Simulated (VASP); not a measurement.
# Ni (P6_3/mmc) in VASP: notebook

The runs below take Ni through single point, with PBE.

All numbers are computed with VASP 6.6.1; they aren't measurements. Logs are shortened: lines on timing, memory, paths and dates and some standing lists are left out, and cuts for length are marked.

## 1. The cell of the first run

Symmetry: P6_3/mmc, No. 194, hexagonal system. The conventional cell has a = 2.488 Å, b = 2.488 Å, c = 4.078 Å, α = 90.00°, β = 90.00°, γ = 120.00°. Ni (site symmetry -6m2) has 12 Ni at 2.49 Å within 3.3 Å.

This isn't the form of Ni at room conditions, which is fcc.

## 2. Single point, PBE, collinear spin, ferromagnetic start

File INCAR:

```
SYSTEM = Ni
PREC = Accurate ; ENCUT = 520
EDIFF = 1E-6 ; ISMEAR = -1
SIGMA = 0.05 ; LREAL = .False.
LASPH = .True. ; NELM = 150
ALGO = Normal ; ISIF = 2
LWAVE = .False. ; LCHARG = .True.
ISPIN = 2 ; MAGMOM = 0.707 0.707
LORBIT = 11 ; LMAXMIX = 4
GGA = PE ; LELF = .True.
LVHAR = .True. ; NBANDS = 21
```

File KPOINTS:

```
Automatic mesh
0
Gamma
  24 24 13
  0 0 0
```

File POSCAR:

```
Ni
1.0
    2.4881347145      0.0000000000      0.0000000000
   -1.2440673573      2.1547878708      0.0000000000
    0.0000000000      0.0000000000      4.0778042648
Ni
2
Direct
    0.3333333333      0.6666666667      0.2500000000
    0.6666666667      0.3333333333      0.7500000000
```

Potentials or basis: VASP PAW PBE potentials, release 64 (Ni).

Launch:

```sh
$ cat potpaw_PBE.64/Ni/POTCAR > POTCAR
$ mpirun -np 1 vasp_std > vasp.out
```

OUTCAR:

```text
SYSTEM = Ni
   PREC = Accurate
   ENCUT = 520
   EDIFF = 1E-6
   ISMEAR = -1
   LREAL = .False.
   LASPH = .True.
   NELM = 150
   ISIF = 2
   ISPIN = 2
   LORBIT = 11
   GGA = PE

 ion  position               nearest neighbor table
   1  0.333  0.667  0.250-   2 2.49   2 2.49   2 2.49   2 2.49   2 2.49   2 2.49
   2  0.667  0.333  0.750-   1 2.49   1 2.49   1 2.49   1 2.49   1 2.49   1 2.49

  LATTYP: Found a hexagonal cell.
 ALAT       =     2.4881347145
 C/A-ratio  =     1.6389001130

  Lattice vectors:

 A1 = (   2.4881347145,   0.0000000000,   0.0000000000)
 A2 = (  -1.2440673573,   2.1547878708,   0.0000000000)
 A3 = (   0.0000000000,   0.0000000000,   4.0778042648)

Analysis of symmetry for initial positions (statically):
=====================================================================
 Subroutine PRICEL returns:
 Original cell was already a primitive cell.

 Routine SETGRP: Setting up the symmetry group for a
 hexagonal supercell.

 Subroutine GETGRP returns: Found 24 space group operations
 (whereof 12 operations were pure point group operations)
 out of a pool of 24 trial point group operations.

The static configuration has the point symmetry D_3d.
 The point group associated with its full space group is D_6h.

Analysis of symmetry for dynamics (positions and initial velocities):
=====================================================================
 Subroutine PRICEL returns:
 Original cell was already a primitive cell.

 Routine SETGRP: Setting up the symmetry group for a
 hexagonal supercell.

 Subroutine GETGRP returns: Found 24 space group operations
 (whereof 12 operations were pure point group operations)
 out of a pool of 24 trial point group operations.

The dynamic configuration has the point symmetry D_3d.
 The point group associated with its full space group is D_6h.

Analysis of structural, dynamic, and magnetic symmetry:
=====================================================================
 Subroutine PRICEL returns:
 Original cell was already a primitive cell.

 Routine SETGRP: Setting up the symmetry group for a
 hexagonal supercell.

 Subroutine GETGRP returns: Found 24 space group operations
 (whereof 12 operations were pure point group operations)
 out of a pool of 24 trial point group operations.

The overall configuration has the point symmetry D_3d.
 The point group associated with its full space group is D_6h.

 Subroutine INISYM returns: Found 24 space group operations
 (whereof 12 operations are pure point group operations),
 and found     1 'primitive' translations

----------------------------------------------------------------------------------------

                                     Primitive cell

  volume of cell :      21.8627

  direct lattice vectors                    reciprocal lattice vectors
     2.488134715  0.000000000  0.000000000     0.401907499  0.232041403  0.000000000
    -1.244067357  2.154787871  0.000000000     0.000000000  0.464082805  0.000000000
     0.000000000  0.000000000  4.077804265     0.000000000  0.000000000  0.245230015

  length of vectors
     2.488134715  2.488134715  4.077804265     0.464082805  0.464082805  0.245230015

  position of ions in fractional coordinates (direct lattice)
     0.333333333  0.666666667  0.250000000
     0.666666667  0.333333333  0.750000000

  ion indices of the primitive-cell ions
   primitive index   ion index
                 1           1
                 2           2

----------------------------------------------------------------------------------------

 KPOINTS: Automatic mesh

Automatic generation of k-mesh.
 Grid dimensions read from file:
 generate k-points for:   24   24   13

 Generating k-lattice:

  Cartesian coordinates                     Fractional coordinates (reciprocal lattice)
     0.016746146  0.009668392  0.000000000     0.041666667  0.000000000  0.000000000
     0.000000000  0.019336784  0.000000000     0.000000000  0.041666667  0.000000000
     0.000000000  0.000000000  0.018863847     0.000000000  0.000000000  0.076923077

  Length of vectors
     0.019336784  0.019336784  0.018863847

  Shift w.r.t. Gamma in fractional coordinates (k-lattice)
     0.000000000  0.000000000  0.000000000

 Subroutine IBZKPT returns following result:
 ===========================================

 Found    427 irreducible k-points:

 Following reciprocal coordinates:
            Coordinates               Weight
  0.000000  0.000000  0.000000      1.000000
  0.041667 -0.000000  0.000000      6.000000
  0.083333 -0.000000  0.000000      6.000000
  0.125000 -0.000000  0.000000      6.000000
  0.166667  0.000000  0.000000      6.000000
  0.208333 -0.000000  0.000000      6.000000
[... 16 lines left out ...]
  0.416667  0.041667  0.000000     12.000000
  0.458333  0.041667  0.000000     12.000000
 [... further k-points ...]
   k-points           NKPTS =    427   k-points in BZ     NKDIM =    427   number of bands    NBANDS=     21
   number of dos      NEDOS =    301   number of ions     NIONS =      2
   total plane-waves  NPLWV =  12000
   dimension x,y,z NGX =    20 NGY =   20 NGZ =   30
   dimension x,y,z NGXF=    40 NGYF=   40 NGZF=   60
   ions per type =               2
   NGX,Y,Z   is equivalent  to a cutoff of  13.36, 13.36, 12.23 a.u.
   NGXF,Y,Z  is equivalent  to a cutoff of  26.73, 26.73, 24.46 a.u.
 SYSTEM =  Ni
   PREC   = accura    normal or accurate (medium, high low for compatibility)
   ISTART =      0    job   : 0-new  1-cont  2-samecut
   ICHARG =      2    charge: 1-file 2-atom 10-const
   ISPIN  =      2    spin polarized calculation?
   LNONCOLLINEAR =      F non collinear calculations
   LSORBIT =      F    spin-orbit coupling
   LASPH  =      T    aspherical Exc in radial PAW
   ENCUT  =  520.0 eV  38.22 Ry    6.18 a.u.   4.63  4.63  7.58*2*pi/ulx,y,z
   NELM   =    150;   NELMIN=  2; NELMDL= -5     # of ELM steps
   EDIFF  = 0.1E-05   stopping-criterion for ELM
   LREAL  =      F    real-space projection
[... 7 lines left out ...]
   TEBEG  =    0.0;   TEEND  =   0.0 temperature during run
   PSTRESS=    0.0 pullay stress
   NELECT =      20.0000    total number of electrons
   NUPDOWN=      -1.0000    fix difference up-down
   EMIN   =  10.00;   EMAX   =-10.00  energy-range for DOS
   EFERMI =   0.00;   METHOD = LEGACY
   ISMEAR =    -1;   SIGMA  =   0.05  broadening in eV -4-tet -1-fermi 0-gaus
   EFERMI_NEDOS =   21; number of points for ismear=-14 and -15
   IALGO  =     38    algorithm
   IMIX   =      4    mixing-type and parameters
     AMIX     =   0.40;   BMIX     =  1.00
     AMIX_MAG =   1.60;   BMIX_MAG =  1.00
  volume/ion in A,a.u.               =      10.93        73.77
  Fermi-wavevector in a.u.,A,eV,Ry     =   1.589217  3.003185 34.363024  2.525611
  Thomas-Fermi vector in A             =   2.688101
   LORBIT       =     11    0 simple, 1 ext, 2 COOP (PROOUT), +10 PAW based schemes
   GGA     = PE    functional components
   LHFCALC =     F    Hartree Fock is set to
   AEXX    =    0.0000 exact exchange contribution
   IVDW    =     0    specifies the selected vdW correction
   LEPSILON=     F    determine dielectric tensor
   LRPA    =     F    only Hartree local field effects (RPA)
 spin polarized calculation
  energy-cutoff  :      520.00
  volume of cell :       21.86
 maximum number of plane-waves:       604
 NGX is ok and might be reduce to    20
   NGX =  9   NGY =  9   NGZ = 15

 number of electron      19.9999996 magnetization       1.2767358

 Free energy of the ion-electron system (eV)
  ---------------------------------------------------
  ext. energy  EPLUGINS =         0.00000000
  ---------------------------------------------------
  free energy    TOTEN  =       -10.90576873 eV

  energy without entropy =      -10.86976738  energy(sigma->0) =      -10.88776806

 E-fermi :   9.3346     XC(G=0): -13.2266

 val. band max:        9.3312204465   @ k =   0.0417  -0.0000   0.0000
 cond. band min:       9.3348242731   @ k =   0.0833   0.0417   0.2308
 fundamental gap:      0.0036038266
 Fermi energy:         9.3346313268

 spin component 1

 k-point     1 :       0.0000    0.0000    0.0000
  band No.  band energies     occupation
      1       0.3294      1.00000
      2       4.5141      1.00000
      3       6.9034      1.00000
      4       6.9980      1.00000
      5       6.9980      1.00000
      6       7.2622      1.00000
[... 13 lines left out ...]
     20      35.1876      0.00000
     21      39.8867      0.00000

 k-point     2 :       0.0417   -0.0000    0.0000
  band No.  band energies     occupation
      1       0.3899      1.00000
      2       4.5514      1.00000
      3       6.8557      1.00000
      4       7.0239      1.00000
      5       7.0388      1.00000
      6       7.2483      1.00000
[... 520 lines left out ...]
 k-point    24 :       0.4583    0.0417    0.0000
  band No.  band energies     occupation
      1       4.8742      1.00000
      2       5.0466      1.00000
      3       5.3169      1.00000
      4       6.8720      1.00000
      5       6.9269      1.00000
      6       7.0361      1.00000
[... 13 lines left out ...]
     20      33.4189      0.00000
     21      37.3193      0.00000

 [... further k-points ...]

 spin component 2

 k-point     1 :       0.0000    0.0000    0.0000
  band No.  band energies     occupation
      1       0.2998      1.00000
      2       4.9175      1.00000
      3       7.6120      1.00000
      4       7.6773      1.00000
      5       7.6773      1.00000
      6       7.9604      1.00000
[... 13 lines left out ...]
     20      35.2722      0.00000
     21      39.9544      0.00000

 k-point     2 :       0.0417   -0.0000    0.0000
  band No.  band energies     occupation
      1       0.3603      1.00000
      2       4.9574      1.00000
      3       7.5468      1.00000
      4       7.7043      1.00000
      5       7.7340      1.00000
      6       7.9449      1.00000
[... 520 lines left out ...]
 k-point    24 :       0.4583    0.0417    0.0000
  band No.  band energies     occupation
      1       5.2256      1.00000
      2       5.5584      1.00000
      3       5.8010      1.00000
      4       7.1888      1.00000
      5       7.5647      1.00000
      6       7.6213      1.00000
[... 13 lines left out ...]
     20      33.5078      0.00000
     21      37.3526      0.00000

 [... further k-points ...]
[... 5 lines left out ...]
  --------------------------------------------------------------------------------------
  -------------------------------------------------------------------------------------
  Total       -0.0376148     -0.0376148      0.0221468      0.0000000      0.0000000      0.0000000
  in kB       -2.7565381     -2.7565381      1.6229935      0.0000000      0.0000000      0.0000000
  external PRESSURE =      -1.2966942 kB  Pullay stress =       0.0000000 kB

 VOLUME and BASIS-vectors are now :
 -----------------------------------------------------------------------------
  energy-cutoff  :      520.00
  volume of cell :       21.86
      direct lattice vectors                 reciprocal lattice vectors
     2.488134715  0.000000000  0.000000000     0.401907499  0.232041403  0.000000000
    -1.244067357  2.154787871  0.000000000     0.000000000  0.464082805  0.000000000
     0.000000000  0.000000000  4.077804265     0.000000000  0.000000000  0.245230015

 POSITION                                       TOTAL-FORCE (eV/Angst)
 -----------------------------------------------------------------------------------
     -0.00000      1.43653      1.01945         0.000000     -0.000000      0.000000
      1.24407      0.71826      3.05835        -0.000000      0.000000      0.000000
 -----------------------------------------------------------------------------------
    total drift:                               -0.000000      0.000000     -0.000000

  FREE ENERGIE OF THE ION-ELECTRON SYSTEM (eV)
  ---------------------------------------------------
  free  energy   TOTEN  =       -10.9057687333 eV

  energy  without entropy=      -10.8697673812  energy(sigma->0) =      -10.88776806

 total charge

# of ion       s       p       d       tot
------------------------------------------
    1        0.495   0.493   8.314   9.302
    2        0.495   0.493   8.314   9.302
--------------------------------------------------
tot          0.989   0.986  16.629  18.604

 magnetization (x)

# of ion       s       p       d       tot
------------------------------------------
    1       -0.005  -0.024   0.678   0.650
    2       -0.005  -0.024   0.678   0.650
--------------------------------------------------
tot         -0.009  -0.048   1.357   1.299
```

Run time: 2.6 min. Hardware: 1 thread of AMD EPYC 9R45 (Zen 5), shared host; peak memory 0.32 GiB.

What came out:

```yaml
Free_energy: -10.9058 eV
Pressure: -0.1 GPa
Net_moment: 1.28 μB per cell
Site_moments: Ni +0.65 μB
Valence_electrons_inside_the_program's_atomic_spheres: Ni 9.30
```

## 3. Single point, PBE, collinear spin, ferromagnetic start (11.37 Å³/atom)

This run uses another cell than the first one, of 11.37 Å³/atom.

File INCAR:

```
SYSTEM = Ni
ALGO = Normal
EDIFF = 1E-6
ENCUT = 520
GGA = PE
ISIF = 2
ISMEAR = -1
ISPIN = 2
LASPH = .TRUE.
LCHARG = .FALSE.
LMAXMIX = 4
LORBIT = 11
LREAL = .FALSE.
LWAVE = .FALSE.
MAGMOM = 0.688 0.688
NBANDS = 21
NELM = 150
PREC = Accurate
SIGMA = 0.05
```

File KPOINTS:

```
k-points
0
G
  24 24 13
  0 0 0
```

File POSCAR:

```
Ni
1.0
    2.5208691714      0.0000000000      0.0000000000
   -1.2604345857      2.1831367421      0.0000000000
    0.0000000000      0.0000000000      4.1314478216
Ni
2
Direct
    0.3333333333      0.6666666667      0.2500000000
    0.6666666667      0.3333333333      0.7500000000
```

Potentials or basis: VASP PAW PBE potentials, release 64 (Ni).

Launch:

```sh
$ cat potpaw_PBE.64/Ni/POTCAR > POTCAR
$ mpirun -np 1 vasp_std > vasp.out
```

OUTCAR:

```text
SYSTEM = Ni
   EDIFF = 1E-6
   ENCUT = 520
   GGA = PE
   ISIF = 2
   ISMEAR = -1
   ISPIN = 2
   LASPH = .TRUE.
   LORBIT = 11
   LREAL = .FALSE.
   NELM = 150
   PREC = Accurate

 ion  position               nearest neighbor table
   1  0.333  0.667  0.250-   2 2.53   2 2.53   2 2.53   2 2.53   2 2.53   2 2.53
   2  0.667  0.333  0.750-   1 2.53   1 2.53   1 2.53   1 2.53   1 2.53   1 2.53

  LATTYP: Found a hexagonal cell.
 ALAT       =     2.5208691714
 C/A-ratio  =     1.6388981501

  Lattice vectors:

 A1 = (   2.5208691714,   0.0000000000,   0.0000000000)
 A2 = (  -1.2604345857,   2.1831367421,   0.0000000000)
 A3 = (   0.0000000000,   0.0000000000,   4.1314478216)

Analysis of symmetry for initial positions (statically):
=====================================================================
 Subroutine PRICEL returns:
 Original cell was already a primitive cell.

 Routine SETGRP: Setting up the symmetry group for a
 hexagonal supercell.

 Subroutine GETGRP returns: Found 24 space group operations
 (whereof 12 operations were pure point group operations)
[... 1344 lines left out ...]
     21      36.1692      0.00000

 [... further k-points ...]

------------------------ aborting loop because EDIFF is reached ----------------------------------------

  FORCE on cell =-STRESS in cart. coord.  units (eV):
  Direction    XX          YY          ZZ          XY          YZ          ZX
  --------------------------------------------------------------------------------------
  -------------------------------------------------------------------------------------
  Total       -1.0108987     -1.0108987     -0.9529014      0.0000000      0.0000000     -0.0000000
  in kB      -71.2335721    -71.2335721    -67.1467534      0.0000000      0.0000000     -0.0000000
  external PRESSURE =     -69.8712992 kB  Pullay stress =       0.0000000 kB

 VOLUME and BASIS-vectors are now :
 -----------------------------------------------------------------------------
  energy-cutoff  :      520.00
  volume of cell :       22.74
      direct lattice vectors                 reciprocal lattice vectors
     2.520869171  0.000000000  0.000000000     0.396688575  0.229028256  0.000000000
    -1.260434586  2.183136742  0.000000000     0.000000000  0.458056511  0.000000000
     0.000000000  0.000000000  4.131447822     0.000000000  0.000000000  0.242045898

 POSITION                                       TOTAL-FORCE (eV/Angst)
 -----------------------------------------------------------------------------------
     -0.00000      1.45542      1.03286        -0.000000      0.000000     -0.000000
      1.26043      0.72771      3.09859         0.000000     -0.000000      0.000000
 -----------------------------------------------------------------------------------
    total drift:                               -0.000000      0.000000     -0.000000

  FREE ENERGIE OF THE ION-ELECTRON SYSTEM (eV)
  ---------------------------------------------------
  free  energy   TOTEN  =       -10.8855577621 eV

  energy  without entropy=      -10.8480727207  energy(sigma->0) =      -10.86681524

 total charge

# of ion       s       p       d       tot
------------------------------------------
    1        0.479   0.459   8.298   9.236
    2        0.479   0.459   8.298   9.236
--------------------------------------------------
tot          0.957   0.919  16.596  18.472

 magnetization (x)

# of ion       s       p       d       tot
------------------------------------------
    1       -0.005  -0.024   0.692   0.664
    2       -0.005  -0.024   0.692   0.664
--------------------------------------------------
tot         -0.009  -0.048   1.384   1.327
```

OSZICAR:

```text
N       E                     dE             d eps       ncg     rms          rms(c)
DAV:   1     0.963164991804E+02    0.96316E+02   -0.88622E+03 38134   0.133E+03
DAV:   2    -0.737575523006E+01   -0.10369E+03   -0.95785E+02 36443   0.233E+02
DAV:   3    -0.128597006907E+02   -0.54839E+01   -0.52604E+01 41029   0.614E+01
DAV:   4    -0.129265809361E+02   -0.66880E-01   -0.66830E-01 41289   0.641E+00
DAV:   5    -0.129283634115E+02   -0.17825E-02   -0.17824E-02 41503   0.104E+00    0.136E+01
DAV:   6    -0.116639203852E+02    0.12644E+01   -0.77010E+00 41930   0.587E+01    0.919E+00
DAV:   7    -0.109157950376E+02    0.74813E+00   -0.17645E+00 41136   0.245E+01    0.249E+00
DAV:   8    -0.108918734478E+02    0.23922E-01   -0.13128E-02 47836   0.120E+00    0.128E+00
DAV:   9    -0.108868702755E+02    0.50032E-02   -0.67584E-04 58065   0.361E-01    0.381E-01
DAV:  10    -0.108856666981E+02    0.12036E-02   -0.13062E-04 54388   0.201E-01    0.920E-02
DAV:  11    -0.108855568142E+02    0.10988E-03   -0.52016E-05 49982   0.964E-02    0.294E-02
DAV:  12    -0.108855577621E+02   -0.94787E-06   -0.34355E-06 43366   0.267E-02
   1 F= -.10885558E+02 E0= -.10866815E+02  d E =-.374850E-01  mag=     1.2958
```

It took 3 min on 1 thread of Oxide Virtual Turin-like, shared host; peak memory 0.33 GiB.

What came out:

* Free energy: -10.8856 eV
* Pressure: -7.0 GPa
* Net moment: 1.30 μB per cell
* Site moments: Ni +0.66 μB
* Valence electrons inside the program's atomic spheres: Ni 9.24

Levels at points of the mesh, in eV from the Fermi level:
Spin up:
| k point | band 8 | band 9 | band 10 | band 11 | band 12 | band 13 | band 14 | band 15 |
| --- | --- | --- | --- | --- | --- | --- | --- | --- |
| (0.00, 0.00, 0.00) | -1.62 | -1.62 | -0.74 | -0.74 | -0.27 | 5.29 | 22.22 | 23.67 |
| (0.50, 0.00, 0.00) | -0.65 | -0.58 | -0.53 | 1.08 | 2.85 | 9.02 | 9.50 | 12.02 |
Spin down:
```tsv
k point	band 6	band 7	band 8	band 9	band 10	band 11	band 12	band 13
(0.00, 0.00, 0.00)	-1.29	-1.29	-0.93	-0.93	-0.33	-0.01	-0.01	5.70
(0.50, 0.00, 0.00)	-1.61	-1.28	0.13	0.17	0.25	1.55	3.24	9.14
```

Caveat: the cell stands under tension.
